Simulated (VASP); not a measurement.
# ZnS (F-43m) in VASP: settings compared, part 2 of 2

VASP 6.6.1. The steps go on from the part before.

### 6 Single point, PBE-based global hybrid with 10 % exact exchange

File POSCAR:

```
ZnS
1.0
    0.0000000000      2.7046490548      2.7046490548
    2.7046490548      0.0000000000      2.7046490548
    2.7046490548      2.7046490548      0.0000000000
Zn S
1 1
Direct
    0.0000000000      0.0000000000      0.0000000000
    0.7500000000      0.7500000000      0.7500000000
```

File INCAR.step1:

```
SYSTEM = ZnS
PREC = Accurate
ENCUT = 520
EDIFF = 1E-5
ISMEAR = 0
SIGMA = 0.05
LREAL = .FALSE.
LASPH = .TRUE.
NELM = 60
ALGO = Normal
ISIF = 2
LWAVE = .TRUE.
LCHARG = .FALSE.
NBANDS = 16
GGA = PE
```

File INCAR.step2:

```
SYSTEM = ZnS
PREC = Accurate
ENCUT = 520
EDIFF = 1E-6
ISMEAR = 0
SIGMA = 0.05
LREAL = .FALSE.
LASPH = .TRUE.
NELM = 60
ALGO = Normal
ISIF = 2
LWAVE = .FALSE.
LCHARG = .FALSE.
GGA = PE
LHFCALC = .TRUE.
AEXX = 0.1
PRECFOCK = Normal
NBANDS = 16
ISTART = 1
```

File KPOINTS:

```
regular mesh
0
G
  4 4 4
  0 0 0
```

Potentials or basis: VASP PAW PBE potentials, release 64 (Zn, S).

Command:

```
cat potpaw_PBE.64/Zn/POTCAR potpaw_PBE.64/S/POTCAR > POTCAR
cp INCAR.step1 INCAR
mpirun -np 1 vasp_std > vasp.out
cp INCAR.step2 INCAR
mpirun -np 1 vasp_std > vasp.out
```

OUTCAR:

```text
SYSTEM = ZnS
   PREC = Accurate
   ENCUT = 520
   EDIFF = 1E-6
   ISMEAR = 0
   LREAL = .FALSE.
   LASPH = .TRUE.
   NELM = 60
   ISIF = 2
   GGA = PE
   LHFCALC = .TRUE.
   AEXX = 0.1
   PRECFOCK = Normal
   ISTART = 1

 ion  position               nearest neighbor table
   1  0.000  0.000  0.000-   2 2.34   2 2.34   2 2.34   2 2.34
   2  0.750  0.750  0.750-   1 2.34   1 2.34   1 2.34   1 2.34

  LATTYP: Found a face centered cubic cell.
 ALAT       =     5.4092981096

  Lattice vectors:

 A1 = (   0.0000000000,   2.7046490548,   2.7046490548)
 A2 = (   2.7046490548,   0.0000000000,   2.7046490548)
 A3 = (   2.7046490548,   2.7046490548,   0.0000000000)

Analysis of symmetry for initial positions (statically):
=====================================================================
 Subroutine PRICEL returns:
 Original cell was already a primitive cell.

 Routine SETGRP: Setting up the symmetry group for a
 face centered cubic supercell.

 Subroutine GETGRP returns: Found 24 space group operations
 (whereof 24 operations were pure point group operations)
 out of a pool of 48 trial point group operations.

The static configuration has the point symmetry T_d .

Analysis of symmetry for dynamics (positions and initial velocities):
=====================================================================
 Subroutine PRICEL returns:
 Original cell was already a primitive cell.

 Routine SETGRP: Setting up the symmetry group for a
 face centered cubic supercell.

 Subroutine GETGRP returns: Found 24 space group operations
 (whereof 24 operations were pure point group operations)
 out of a pool of 48 trial point group operations.

The dynamic configuration has the point symmetry T_d .

 Subroutine INISYM returns: Found 24 space group operations
 (whereof 24 operations are pure point group operations),
 and found     1 'primitive' translations

----------------------------------------------------------------------------------------

                                     Primitive cell

  volume of cell :      39.5697

  direct lattice vectors                    reciprocal lattice vectors
     0.000000000  2.704649055  2.704649055    -0.184866868  0.184866868  0.184866868
     2.704649055  0.000000000  2.704649055     0.184866868 -0.184866868  0.184866868
     2.704649055  2.704649055  0.000000000     0.184866868  0.184866868 -0.184866868

  length of vectors
     3.824951375  3.824951375  3.824951375     0.320198808  0.320198808  0.320198808

  position of ions in fractional coordinates (direct lattice)
     0.000000000  0.000000000  0.000000000
     0.750000000  0.750000000  0.750000000

  ion indices of the primitive-cell ions
   primitive index   ion index
                 1           1
                 2           2

----------------------------------------------------------------------------------------

 KPOINTS: regular mesh

Automatic generation of k-mesh.
 Grid dimensions read from file:
 generate k-points for:    4    4    4

 Generating k-lattice:

  Cartesian coordinates                     Fractional coordinates (reciprocal lattice)
[... 21 lines left out ...]
  0.500000  0.250000  0.000000     24.000000
 -0.250000  0.250000  0.000000     12.000000
  0.500000  0.500000  0.000000      3.000000
 -0.250000  0.500000  0.250000      6.000000
   k-points           NKPTS =      8   k-points in BZ     NKDIM =     64   number of bands    NBANDS=     16
   number of dos      NEDOS =    301   number of ions     NIONS =      2
   total plane-waves  NPLWV =  21952
   dimension x,y,z NGX =    28 NGY =   28 NGZ =   28
   dimension x,y,z NGXF=    56 NGYF=   56 NGZF=   56
   ions per type =               1   1
   NGX,Y,Z   is equivalent  to a cutoff of  12.17, 12.17, 12.17 a.u.
   NGXF,Y,Z  is equivalent  to a cutoff of  24.34, 24.34, 24.34 a.u.
 SYSTEM =  ZnS
   PREC   = accura    normal or accurate (medium, high low for compatibility)
   ISTART =      1    job   : 0-new  1-cont  2-samecut
   ICHARG =      0    charge: 1-file 2-atom 10-const
   ISPIN  =      1    spin polarized calculation?
   LNONCOLLINEAR =      F non collinear calculations
   LSORBIT =      F    spin-orbit coupling
   LASPH  =      T    aspherical Exc in radial PAW
   ENCUT  =  520.0 eV  38.22 Ry    6.18 a.u.   7.11  7.11  7.11*2*pi/ulx,y,z
   NELM   =     60;   NELMIN=  2; NELMDL=  0     # of ELM steps
   EDIFF  = 0.1E-05   stopping-criterion for ELM
   LREAL  =      F    real-space projection
   EDIFFG = 0.1E-04   stopping-criterion for IOM
   NSW    =      0    number of steps for IOM
   IBRION =     -1    ionic relax: 0-MD 1-quasi-New 2-CG
   NFREE  =      0    steps in history (QN), initial steepest desc. (CG)
   ISIF   =      2    stress and relaxation
   ISYM   =      3    0-nonsym 1-usesym 2-fastsym
   POTIM  = 0.5000    time-step for ionic-motion
   TEBEG  =    0.0;   TEEND  =   0.0 temperature during run
   PSTRESS=    0.0 pullay stress
   NELECT =      18.0000    total number of electrons
   NUPDOWN=      -1.0000    fix difference up-down
   EMIN   =  10.00;   EMAX   =-10.00  energy-range for DOS
   EFERMI =   0.00;   METHOD = LEGACY
   ISMEAR =     0;   SIGMA  =   0.05  broadening in eV -4-tet -1-fermi 0-gaus
   EFERMI_NEDOS =   21; number of points for ismear=-14 and -15
   IALGO  =     38    algorithm
   IMIX   =      1    mixing-type and parameters
     AMIX     =   0.40;   BMIX     =  1.00
     AMIX_MAG =   1.60;   BMIX_MAG =  1.00
  volume/ion in A,a.u.               =      19.78       133.51
  Fermi-wavevector in a.u.,A,eV,Ry     =   1.259055  2.379269 21.568225  1.585220
  Thomas-Fermi vector in A             =   2.392634
   LORBIT       =      0    0 simple, 1 ext, 2 COOP (PROOUT), +10 PAW based schemes
   GGA     = PE    functional components
   LHFCALC =     T    Hartree Fock is set to
   PRECFOCK=normal    Normal, Fast or Accurate (Low or Medium for compatibility)
   ENCUT4O =  -1.0   cutoff for four orbital integrals eV
   NKREDX  =     1    reduce k-point grid by
   NKREDY  =     1    reduce k-point grid by
   NKREDZ  =     1    reduce k-point grid by
   AEXX    =    0.1000 exact exchange contribution
   HFSCREEN=    0.0000 screening length (either q_TF or 0.3 A-1)
   HFSCREENC=   0.0000 screening length for correlation (either q_TF or 0.3 A-1)
   ENCUTFOCK=  -1.0 apply spherical cutoff to Coloumb kernel
   IVDW    =     0    specifies the selected vdW correction
   LEPSILON=     F    determine dielectric tensor
   LRPA    =     F    only Hartree local field effects (RPA)
 non-spin polarized calculation
 Gauss-broadening in eV      SIGMA  =   0.05
  energy-cutoff  :      520.00
  volume of cell :       39.57
 maximum number of plane-waves:      1090
  NGX = 24; NGY = 24; NGZ = 24

 number of electron      17.9999998 magnetization

 Free energy of the ion-electron system (eV)
  ---------------------------------------------------
  ext. energy  EPLUGINS =         0.00000000
  ---------------------------------------------------
  free energy    TOTEN  =        -7.63268611 eV

  energy without entropy =       -7.63268611  energy(sigma->0) =       -7.63268611

 E-fermi :   1.8915     XC(G=0):  -8.7927

 val. band max:        1.6540266465   @ k =   0.0000   0.0000   0.0000
 cond. band min:       4.5257046815   @ k =   0.0000   0.0000   0.0000
 fundamental gap:      2.8716780351
 Fermi energy:         1.8914847984

 k-point     1 :       0.0000    0.0000    0.0000
  band No.  band energies     occupation
      1     -11.9544      2.00000
      2      -5.2965      2.00000
      3      -5.2965      2.00000
      4      -5.2965      2.00000
      5      -4.8273      2.00000
      6      -4.8273      2.00000
[... 129 lines left out ...]
      3      -5.0359      2.00000
      4      -4.8669      2.00000
      5      -4.8607      2.00000
      6      -4.4132      2.00000
[... 8 lines left out ...]
     15      16.5589      0.00000
     16      17.4326      0.00000

------------------------ aborting loop because EDIFF is reached ----------------------------------------

  FORCE on cell =-STRESS in cart. coord.  units (eV):
  Direction    XX          YY          ZZ          XY          YZ          ZX
  --------------------------------------------------------------------------------------
  -------------------------------------------------------------------------------------
  Total        0.3154004      0.3154004      0.3154004      0.0000000     -0.0000000      0.0000000
  in kB       12.7705653     12.7705653     12.7705653      0.0000000     -0.0000000      0.0000000
  external PRESSURE =      12.7705653 kB  Pullay stress =       0.0000000 kB

 VOLUME and BASIS-vectors are now :
 -----------------------------------------------------------------------------
  energy-cutoff  :      520.00
  volume of cell :       39.57
      direct lattice vectors                 reciprocal lattice vectors
     0.000000000  2.704649055  2.704649055    -0.184866868  0.184866868  0.184866868
     2.704649055  0.000000000  2.704649055     0.184866868 -0.184866868  0.184866868
     2.704649055  2.704649055  0.000000000     0.184866868  0.184866868 -0.184866868

 POSITION                                       TOTAL-FORCE (eV/Angst)
 -----------------------------------------------------------------------------------
      0.00000      0.00000      0.00000         0.000000      0.000000      0.000000
      4.05697      4.05697      4.05697        -0.000000     -0.000000     -0.000000
 -----------------------------------------------------------------------------------
    total drift:                               -0.000175     -0.000119     -0.000093

  FREE ENERGIE OF THE ION-ELECTRON SYSTEM (eV)
  ---------------------------------------------------
  free  energy   TOTEN  =        -7.6326861114 eV

  energy  without entropy=       -7.6326861114  energy(sigma->0) =       -7.63268611
```

It took 2.9 min on 1 thread of AMD EPYC 9R45 (Zen 5), shared host; peak memory 0.13 GiB.

Results:

```
Free energy            : -7.6327 eV
Pressure               : 1.3 GPa
Band gap on the k mesh : 2.87 eV
```

Levels at points of the mesh, in eV from the valence-band top:
| k point | band 5 | band 6 | band 7 | band 8 | band 9 | band 10 | band 11 | band 12 | band 13 | band 14 |
| --- | --- | --- | --- | --- | --- | --- | --- | --- | --- | --- |
| (0.00, 0.00, 0.00) | -6.48 | -6.48 | 0.00 | 0.00 | 0.00 | 2.87 | 7.20 | 7.20 | 7.20 | 12.64 |
| (0.50, 0.00, 0.00) | -6.45 | -6.27 | -5.42 | -0.89 | -0.89 | 4.09 | 7.72 | 7.72 | 9.70 | 13.02 |
| (0.50, 0.50, 0.00) | -6.41 | -6.24 | -4.76 | -2.27 | -2.27 | 4.08 | 4.84 | 11.89 | 12.95 | 12.95 |

Caveat: the k points lie up to 0.50 Å⁻¹ apart; the PAW data sets were made with another functional, which shifts forces and pressure a little.

### 7 Overview

```tsv
level	share of exact exchange	screening parameter	gap on the mesh (eV)	pressure (GPa)
PBE-based global hybrid with 20 % exact exchange	0.2	-	3.66	0.9
PBE-based screened hybrid with 25 % exact exchange	0.25	0.4 1/Å	2.93	1.3
r2SCAN50	0.5	-	6.15	-0.8
PBE-based global hybrid with 35 % exact exchange	0.35	-	4.87	0.2
PBE-based global hybrid with 10 % exact exchange	0.1	-	2.87	1.3
```

Alike in all rows: task single point; potentials or basis VASP PAW PBE potentials, release 64 (Zn, S); no spin polarisation; cell as given; k mesh 4 × 4 × 4; cutoff (eV) 520; smearing gaussian 0.05 eV.

Caveats: all runs use coarse meshes; the PAW data sets were made with another functional, which shifts forces and pressure a little.

Absolute energies hang on the potentials; compare differences alone.
